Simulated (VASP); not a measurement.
A run of VASP 6.6.1:

The input INCAR:

```
SYSTEM = CsCl
PREC     = Accurate       ! precision mode
ENCUT    = 400            ! plane-wave cutoff, eV
EDIFF    = 1E-8           ! SCF threshold, eV
ISMEAR   = -1             ! smearing method
SIGMA    = 0.03           ! smearing width, eV
LREAL    = .False.        ! projectors in reciprocal space
LASPH    = .True.         ! aspherical terms in the spheres
NELM     = 120            ! most SCF steps
ALGO     = Normal         ! electronic algorithm
ISIF     = 2              ! what is computed and relaxed
LWAVE    = .False.        ! write WAVECAR
LCHARG   = .False.        ! write CHGCAR
GGA      = PE             ! functional
LEFG     = .True.       
NBANDS   = 15             ! bands
GGA_COMPAT= .False.
```

The input KPOINTS:

```
regular mesh
0
Gamma
  6 6 6
  0 0 0
```

The input POSCAR:

```
CsCl
1.0
    4.1906021792      0.0000000000      0.0000000000
    0.0000000000      4.1906021792      0.0000000000
    0.0000000000      0.0000000000      4.1906021792
Cs Cl
1 1
Direct
    0.0000000000      0.0000000000      0.0000000000
    0.5000000000      0.5000000000      0.5000000000
```

Potentials or basis: VASP PAW PBE potentials, release 64 (Cs_sv, Cl).

Command:

```bash
$ cat potpaw_PBE.64/Cs_sv/POTCAR potpaw_PBE.64/Cl/POTCAR > POTCAR
$ mpirun -np 1 vasp_std > vasp.out
```

Hardware: 1 thread of Intel(R) Xeon(R) Platinum 8259CL CPU @ 2.50GHz (Skylake/Cascade Lake), with other jobs on the host.

**Question.** Estimate the wall time of this run.

**Answer.** Wall time 13 s on 1 thread of Intel(R) Xeon(R) Platinum 8259CL CPU @ 2.50GHz (Skylake/Cascade Lake) (shared host), peak memory 0.15 GiB. Counts: scf iterations 15, k points 20.
